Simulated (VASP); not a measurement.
# Sb (P-1) in VASP: settings compared

Aim: see how the results for Sb move with the level of theory and the settings. Levels: PBE0, PBEsol-based global hybrid with 25 % exact exchange. Tasks: single point, relaxation of cell and atoms.

All numbers are computed with VASP 6.6.1; they aren't measurements. Logs are shortened: lines on timing, memory, paths and dates and some standing lists are left out, and cuts for length are marked.

### Step 1. The cell of the first run

The typed cell holds 1 atom: a = 3.459 Å, b = 3.554 Å, c = 3.342 Å, α = 58.62°, β = 55.56°, γ = 54.87°.

### Step 2. Single point, PBE0, non-collinear spin, zero start, spin-orbit coupling

File POSCAR:

```
Sb
1.0
    0.1733647600      2.3885337500      2.4958692300
    2.4173055400      0.0646925500      2.6045414300
    2.3204533900      2.4003538000      0.1615447000
Sb
1
Direct
    0.0000000000      0.0000000000      0.0000000000
```

File INCAR.step1:

```
SYSTEM = Sb
  ALGO = Normal
  EDIFF = 1E-5
  ENCUT = 520
  GGA = PE
  GGA_COMPAT = .False.
  ISIF = 2
  ISMEAR = -1
  LASPH = .True.
  LCHARG = .False.
  LORBIT = 11
  LORBMOM = .True.
  LREAL = .False.
  LSORBIT = .True.
  LWAVE = .True.
  MAGMOM = 0 0 0
  NBANDS = 16
  NELM = 150
  PREC = Accurate
  SIGMA = 0.05
```

File INCAR.step2:

```
SYSTEM = Sb
  AEXX = 0.25
  ALGO = Normal
  EDIFF = 1E-6
  ENCUT = 520
  GGA = PE
  GGA_COMPAT = .False.
  ISIF = 2
  ISMEAR = -1
  ISTART = 1
  LASPH = .True.
  LCHARG = .False.
  LHFCALC = .True.
  LORBIT = 11
  LORBMOM = .True.
  LREAL = .False.
  LSORBIT = .True.
  LWAVE = .False.
  MAGMOM = 0 0 0
  NBANDS = 16
  NELM = 150
  PREC = Accurate
  PRECFOCK = Normal
  SIGMA = 0.05
```

File KPOINTS:

```
k-points
0
Gamma
  4 4 4
  0 0 0
```

Potentials or basis: VASP PAW PBE potentials, release 64 (Sb).

Launch:

```bash
> cat potpaw_PBE.64/Sb/POTCAR > POTCAR
> cp INCAR.step1 INCAR
> mpirun -np 1 vasp_ncl > vasp.out
> cp INCAR.step2 INCAR
> mpirun -np 1 vasp_ncl > vasp.out
```

OUTCAR:

```text
SYSTEM = Sb
   AEXX = 0.25
   EDIFF = 1E-6
   ENCUT = 520
   GGA = PE
   ISIF = 2
   ISMEAR = -1
   ISTART = 1
   LASPH = .True.
   LHFCALC = .True.
   LORBIT = 11
   LREAL = .False.
   LSORBIT = .True.
   NELM = 150
   PREC = Accurate
   PRECFOCK = Normal

 ion  position               nearest neighbor table
   1  0.000  0.000  0.000-

  Warning from LATTYP: Got some problem with cell dimensions!
  Tried to take original basis but could not verify dimensions!
  LATTYP: Found a triclinic cell.
 ALAT       =     3.4589755750
 B/A-ratio  =     0.9663262552
 C/A-ratio  =     0.9344475022
 COS(alpha) =     0.0327225582
 COS(beta)  =     0.4374087776
 COS(gamma) =     0.5655612418

  Lattice vectors:

 A1 = (   0.1733647600,   2.3885337500,   2.4958692300)
 A2 = (   2.3204533900,   2.4003538000,   0.1615447000)
 A3 = (  -2.2439407800,   2.3238412000,  -0.1086722000)

Analysis of symmetry for initial positions (statically):
=====================================================================
 Subroutine PRICEL returns:
 Original cell was already a primitive cell.

 Routine SETGRP: Setting up the symmetry group for a
 triclinic supercell.

 Subroutine GETGRP returns: Found  2 space group operations
 (whereof  2 operations were pure point group operations)
 out of a pool of  2 trial point group operations.

The static configuration has the point symmetry S_2 .

Analysis of symmetry for dynamics (positions and initial velocities):
=====================================================================
 Subroutine PRICEL returns:
 Original cell was already a primitive cell.

 Routine SETGRP: Setting up the symmetry group for a
 triclinic supercell.

 Subroutine GETGRP returns: Found  2 space group operations
 (whereof  2 operations were pure point group operations)
 out of a pool of  2 trial point group operations.

The dynamic configuration has the point symmetry S_2 .

Analysis of structural, dynamic, and magnetic symmetry:
=====================================================================
 Subroutine PRICEL returns:
 Original cell was already a primitive cell.

 Routine SETGRP: Setting up the symmetry group for a
 triclinic supercell.

 Subroutine GETGRP returns: Found  2 space group operations
 (whereof  2 operations were pure point group operations)
 out of a pool of  2 trial point group operations.

The overall configuration has the point symmetry S_2 .

 Subroutine INISYM returns: Found  2 space group operations
 (whereof  2 operations are pure point group operations),
 and found     1 'primitive' translations

----------------------------------------------------------------------------------------

                                     Primitive cell

  volume of cell :      26.5282

  direct lattice vectors                    reciprocal lattice vectors
     0.173364760  2.388533750  2.495869230    -0.235273108  0.213102125  0.213066631
     2.417305540  0.064692550  2.604541430     0.211288965 -0.217261020  0.193241382
     2.320453390  2.400353800  0.161544700     0.228420051  0.210407962 -0.217225526

  length of vectors
     3.458975575  3.554038162  3.342498914     0.382313144  0.359426778  0.378990975

  position of ions in fractional coordinates (direct lattice)
     0.000000000  0.000000000  0.000000000

  ion indices of the primitive-cell ions
   primitive index   ion index
                 1           1

----------------------------------------------------------------------------------------

 KPOINTS: k-points

Automatic generation of k-mesh.
 Grid dimensions read from file:
 generate k-points for:    4    4    4

 Generating k-lattice:

  Cartesian coordinates                     Fractional coordinates (reciprocal lattice)
    -0.058818277  0.053275531  0.053266658     0.250000000  0.000000000  0.000000000
     0.052822241 -0.054315255  0.048310345     0.000000000  0.250000000  0.000000000
     0.057105013  0.052601991 -0.054306381     0.000000000 -0.000000000  0.250000000

  Length of vectors
     0.095578286  0.089856695  0.094747744

  Shift w.r.t. Gamma in fractional coordinates (k-lattice)
     0.000000000  0.000000000  0.000000000

 Subroutine IBZKPT returns following result:
 ===========================================

 Found     36 irreducible k-points:

 Following reciprocal coordinates:
            Coordinates               Weight
  0.000000  0.000000  0.000000      1.000000
  0.250000  0.000000  0.000000      2.000000
  0.500000  0.000000  0.000000      1.000000
  0.000000  0.250000  0.000000      2.000000
  0.250000  0.250000  0.000000      2.000000
  0.500000  0.250000  0.000000      2.000000
[... 16 lines left out ...]
  0.000000 -0.250000  0.250000      2.000000
  0.250000 -0.250000  0.250000      2.000000
 [... further k-points ...]
   k-points           NKPTS =     36   k-points in BZ     NKDIM =     64   number of bands    NBANDS=     16
   number of dos      NEDOS =    301   number of ions     NIONS =      1
   total plane-waves  NPLWV =  21952
   dimension x,y,z NGX =    28 NGY =   28 NGZ =   28
   dimension x,y,z NGXF=    56 NGYF=   56 NGZF=   56
   ions per type =               1
   NGX,Y,Z   is equivalent  to a cutoff of  13.46, 13.10, 13.93 a.u.
   NGXF,Y,Z  is equivalent  to a cutoff of  26.91, 26.19, 27.85 a.u.
 SYSTEM =  Sb
   PREC   = accura    normal or accurate (medium, high low for compatibility)
   ISTART =      1    job   : 0-new  1-cont  2-samecut
   ICHARG =      0    charge: 1-file 2-atom 10-const
   ISPIN  =      1    spin polarized calculation?
   LNONCOLLINEAR =      T non collinear calculations
   LSORBIT =      T    spin-orbit coupling
   LASPH  =      T    aspherical Exc in radial PAW
   ENCUT  =  520.0 eV  38.22 Ry    6.18 a.u.   6.43  6.61  6.21*2*pi/ulx,y,z
   NELM   =    150;   NELMIN=  2; NELMDL=  0     # of ELM steps
   EDIFF  = 0.1E-05   stopping-criterion for ELM
   LREAL  =      F    real-space projection
   EDIFFG = 0.1E-04   stopping-criterion for IOM
   NSW    =      0    number of steps for IOM
   IBRION =     -1    ionic relax: 0-MD 1-quasi-New 2-CG
   NFREE  =      0    steps in history (QN), initial steepest desc. (CG)
   ISIF   =      2    stress and relaxation
   ISYM   =      3    0-nonsym 1-usesym 2-fastsym
   POTIM  = 0.5000    time-step for ionic-motion
   TEBEG  =    0.0;   TEEND  =   0.0 temperature during run
   PSTRESS=    0.0 pullay stress
   NELECT =       5.0000    total number of electrons
   NUPDOWN=      -1.0000    fix difference up-down
   EMIN   =  10.00;   EMAX   =-10.00  energy-range for DOS
   EFERMI =   0.00;   METHOD = LEGACY
   ISMEAR =    -1;   SIGMA  =   0.05  broadening in eV -4-tet -1-fermi 0-gaus
   EFERMI_NEDOS =   21; number of points for ismear=-14 and -15
   IALGO  =     38    algorithm
   IMIX   =      1    mixing-type and parameters
     AMIX     =   0.40;   BMIX     =  1.00
     AMIX_MAG =   1.60;   BMIX_MAG =  1.00
  volume/ion in A,a.u.               =      26.53       179.02
  Fermi-wavevector in a.u.,A,eV,Ry     =   0.938633  1.773758 11.987156  0.881031
  Thomas-Fermi vector in A             =   2.065864
   LORBIT       =     11    0 simple, 1 ext, 2 COOP (PROOUT), +10 PAW based schemes
   GGA     = PE    functional components
   LHFCALC =     T    Hartree Fock is set to
   PRECFOCK=normal    Normal, Fast or Accurate (Low or Medium for compatibility)
   ENCUT4O =  -1.0   cutoff for four orbital integrals eV
   NKREDX  =     1    reduce k-point grid by
   NKREDY  =     1    reduce k-point grid by
   NKREDZ  =     1    reduce k-point grid by
   AEXX    =    0.2500 exact exchange contribution
   HFSCREEN=    0.0000 screening length (either q_TF or 0.3 A-1)
   HFSCREENC=   0.0000 screening length for correlation (either q_TF or 0.3 A-1)
   ENCUTFOCK=  -1.0 apply spherical cutoff to Coloumb kernel
   IVDW    =     0    specifies the selected vdW correction
   LEPSILON=     F    determine dielectric tensor
   LRPA    =     F    only Hartree local field effects (RPA)
  energy-cutoff  :      520.00
  volume of cell :       26.53
 maximum number of plane-waves:      1450
 NGX is ok and might be reduce to    28
  NGX = 20; NGY = 20; NGZ = 20

 number of electron       5.0000000 magnetization      -0.0000001     -0.0000000      0.0000000

 number of electron       5.0000000 magnetization       0.0000000      0.0000000     -0.0000000

 Free energy of the ion-electron system (eV)
  ---------------------------------------------------
  ext. energy  EPLUGINS =         0.00000000
  ---------------------------------------------------
  free energy    TOTEN  =        -5.38905761 eV

  energy without entropy =       -5.38904539  energy(sigma->0) =       -5.38905150

 E-fermi :   8.1994     XC(G=0):  -8.1501

 val. band max:        7.7721536674   @ k =  -0.0000   0.2500   0.5000
 cond. band min:       8.6445003213   @ k =  -0.2500   0.2500   0.2500
 fundamental gap:      0.8723466539
 Fermi energy:         8.1994336581

 k-point     1 :       0.0000    0.0000    0.0000
  band No.  band energies     occupation
      1      -6.4496      1.00000
      2      -6.4496      1.00000
      3      13.4206      0.00000
      4      13.4206      0.00000
      5      15.0079      0.00000
      6      15.0079      0.00000
[... 8 lines left out ...]
     15      21.0008      0.00000
     16      21.0008      0.00000

 k-point     2 :       0.2500    0.0000    0.0000
  band No.  band energies     occupation
      1      -4.9243      1.00000
      2      -4.9243      1.00000
      3       8.9424      0.00000
      4       8.9424      0.00000
      5      12.6650      0.00000
      6      12.6650      0.00000
[... 8 lines left out ...]
     15      21.3697      0.00000
     16      21.3697      0.00000
[... 387 lines left out ...]
      5       7.0299      1.00000
      6       7.0299      1.00000
[... 8 lines left out ...]
     15      22.9433      0.00000
     16      22.9433      0.00000

 k-point    24 :       0.2500   -0.2500    0.2500
  band No.  band energies     occupation
      1      -1.7935      1.00000
      2      -1.7935      1.00000
      3       2.8538      1.00000
      4       2.8538      1.00000
      5       7.3925      1.00000
      6       7.3925      1.00000
[... 8 lines left out ...]
     15      24.2113      0.00000
     16      24.2113      0.00000

 [... further k-points ...]
[... 5 lines left out ...]
  --------------------------------------------------------------------------------------
  -------------------------------------------------------------------------------------
  Total       -0.8313288     -0.1413879     -0.7952003     -0.6849155     -0.2115031     -0.6577077
  in kB      -50.2083276     -8.5391623    -48.0263370    -41.3656559    -12.7737897    -39.7224354
  external PRESSURE =     -35.5912756 kB  Pullay stress =       0.0000000 kB

 VOLUME and BASIS-vectors are now :
 -----------------------------------------------------------------------------
  energy-cutoff  :      520.00
  volume of cell :       26.53
      direct lattice vectors                 reciprocal lattice vectors
     0.173364760  2.388533750  2.495869230    -0.235273108  0.213102125  0.213066631
     2.417305540  0.064692550  2.604541430     0.211288965 -0.217261020  0.193241382
     2.320453390  2.400353800  0.161544700     0.228420051  0.210407962 -0.217225526

 POSITION                                       TOTAL-FORCE (eV/Angst)
 -----------------------------------------------------------------------------------
      0.00000      0.00000      0.00000         0.000000     -0.000000      0.000000
 -----------------------------------------------------------------------------------
    total drift:                               -0.000000      0.000000      0.000000

  FREE ENERGIE OF THE ION-ELECTRON SYSTEM (eV)
  ---------------------------------------------------
  free  energy   TOTEN  =        -5.3890576100 eV

  energy  without entropy=       -5.3890453927  energy(sigma->0) =       -5.38905150

 orbital moment (x)

 # of ion     p       d       tot
 ----------------------------------------
  1         0.000  -0.000   0.000
 ----------------------------------------
            0.000  -0.000   0.000

 orbital moment (y)

 # of ion     p       d       tot
 ----------------------------------------
  1         0.000  -0.000   0.000
 ----------------------------------------
            0.000  -0.000   0.000

 orbital moment (z)

 # of ion     p       d       tot
 ----------------------------------------
  1        -0.000  -0.000  -0.000
 ----------------------------------------
           -0.000  -0.000  -0.000

 Spin-Orbit-Coupling matrix elements

 Ion:    1  E_soc:     -0.1145094
 l=   1
     0.0000000    -0.0181167    -0.0186177
    -0.0181167     0.0000000    -0.0195467
    -0.0186177    -0.0195467     0.0000000
 l=   2
     0.0000000    -0.0000721     0.0000000    -0.0000647    -0.0002691
    -0.0000721     0.0000000    -0.0001984    -0.0000661    -0.0000704
     0.0000000    -0.0001984     0.0000000    -0.0001707     0.0000000
    -0.0000647    -0.0000661    -0.0001707     0.0000000    -0.0000621
    -0.0002691    -0.0000704     0.0000000    -0.0000621     0.0000000
 l=   3
     0.0000000     0.0000000     0.0000000     0.0000000     0.0000000     0.0000000     0.0000000
     0.0000000     0.0000000     0.0000000     0.0000000     0.0000000     0.0000000     0.0000000
     0.0000000     0.0000000     0.0000000     0.0000000     0.0000000     0.0000000     0.0000000
     0.0000000     0.0000000     0.0000000     0.0000000     0.0000000     0.0000000     0.0000000
     0.0000000     0.0000000     0.0000000     0.0000000     0.0000000     0.0000000     0.0000000
     0.0000000     0.0000000     0.0000000     0.0000000     0.0000000     0.0000000     0.0000000
     0.0000000     0.0000000     0.0000000     0.0000000     0.0000000     0.0000000     0.0000000

 total charge

# of ion       s       p       d       tot
------------------------------------------
    1        1.269   1.155   0.052   2.476

 magnetization (x)

# of ion       s       p       d       tot
------------------------------------------
    1       -0.000  -0.000  -0.000  -0.000

 magnetization (y)

# of ion       s       p       d       tot
------------------------------------------
    1        0.000   0.000   0.000   0.000

 magnetization (z)

# of ion       s       p       d       tot
------------------------------------------
    1        0.000   0.000   0.000   0.000
```

Run time: 33 min. Hardware: 1 thread of AMD EPYC 7R43 (Zen 3), shared host; peak memory 0.22 GiB.

Results:

| Quantity | Value |
| --- | --- |
| Free energy | -5.3891 eV |
| Pressure | -3.6 GPa |
| Net moment | 0.00 μB per cell |
| Valence electrons inside the program's atomic spheres | Sb 2.48 |

Moments on the atoms (μB; x, y, z):
```
Sb  0.00 0.00 0.00
```

Caveat: the k points lie up to 0.60 Å⁻¹ apart; the PAW data sets were made with another functional, which shifts forces and pressure a little.

### Step 3. Relaxation of cell and atoms, PBE0

POSCAR is that of step 2.

File INCAR.step1:

```
SYSTEM = Sb
PREC = Accurate
ENCUT = 600
EDIFF = 1E-5
ISMEAR = -1
SIGMA = 0.05
LREAL = .FALSE.
LASPH = .TRUE.
NELM = 60
ALGO = Normal
LWAVE = .TRUE.
LCHARG = .FALSE.
GGA = PE
NBANDS = 8
```

File INCAR.step2:

```
SYSTEM = Sb
PREC = Accurate
ENCUT = 600
EDIFF = 1E-7
ISMEAR = -1
SIGMA = 0.05
LREAL = .FALSE.
LASPH = .TRUE.
NELM = 60
ALGO = Normal
ISIF = 3
LWAVE = .FALSE.
LCHARG = .FALSE.
GGA = PE
LHFCALC = .TRUE.
AEXX = 0.25
PRECFOCK = Normal
IBRION = 2
NSW = 60
EDIFFG = -0.01
ISTART = 1
```

File KPOINTS:

```
Automatic mesh
0
G
  5 5 5
  0 0 0
```

Potentials or basis: VASP PAW PBE potentials, release 64 (Sb).

Launch:

```bash
> cat potpaw_PBE.64/Sb/POTCAR > POTCAR
> cp INCAR.step1 INCAR
> mpirun -np 1 vasp_std > vasp.out
> cp INCAR.step2 INCAR
> mpirun -np 1 vasp_std > vasp.out
```

Run time: 57 min. Hardware: 1 thread of Intel Xeon 6975P-C (Granite Rapids), shared host; peak memory 0.18 GiB.

It converged, with:

| Quantity | Value |
| --- | --- |
| Free energy | -5.2159 eV |
| Relaxed volume | 26.11 Å³/atom |
| Relaxed cell | a = 3.440 Å, b = 3.556 Å, c = 3.302 Å, α = 59.08°, β = 54.90°, γ = 55.32° |
| Space group after relaxing (to 0.1 Å) | C2/m (No. 12) |
| Energy gained by relaxing | 9.4 meV/atom |
| Ionic steps | 8 |
| Pressure after relaxing | 0.0 GPa |
| Band gap on the k mesh | zero (an odd number of electrons rules out a gap without spin polarisation) |

The path:
```csv
step,energy change (eV),largest force (eV/Å),pressure (GPa),volume (Å³)
1,0.0000,0.0000,-1.09,26.53
2,-0.0060,0.0000,0.90,25.83
3,-0.0090,0.0000,0.05,26.08
4,-0.0090,0.0000,0.08,26.07
5,-0.0093,0.0000,0.10,26.08
6,-0.0093,0.0000,0.09,26.08
7,-0.0093,0.0000,-0.06,26.13
8,-0.0094,0.0000,-0.02,26.11
```

Final structure:
```xyz
1
Lattice="0.1761 2.3859 2.4717 2.4149 0.0348 2.6106 2.2740 2.3873 0.1756" Properties=species:S:1:pos:R:3 pbc="T T T"
Sb    0.0000    0.0000    0.0000
```

Levels at points of the mesh, in eV from the Fermi level:
```tsv
k point	band 1	band 2	band 3	band 4	band 5
(0.00, 0.00, 0.00)	-15.08	5.14	6.30	8.34	9.58
```

Caveat: the k points lie up to 0.48 Å⁻¹ apart in the final cell, too coarse for converged energies and pressures of a metal; the PAW data sets were made with another functional, which shifts forces and pressure a little; spin-orbit coupling is left out, which moves the levels of the heavy elements.

[end of part 1 of 2]

The gap in the log of VASP goes by the Fermi energy; the results here count the filled bands.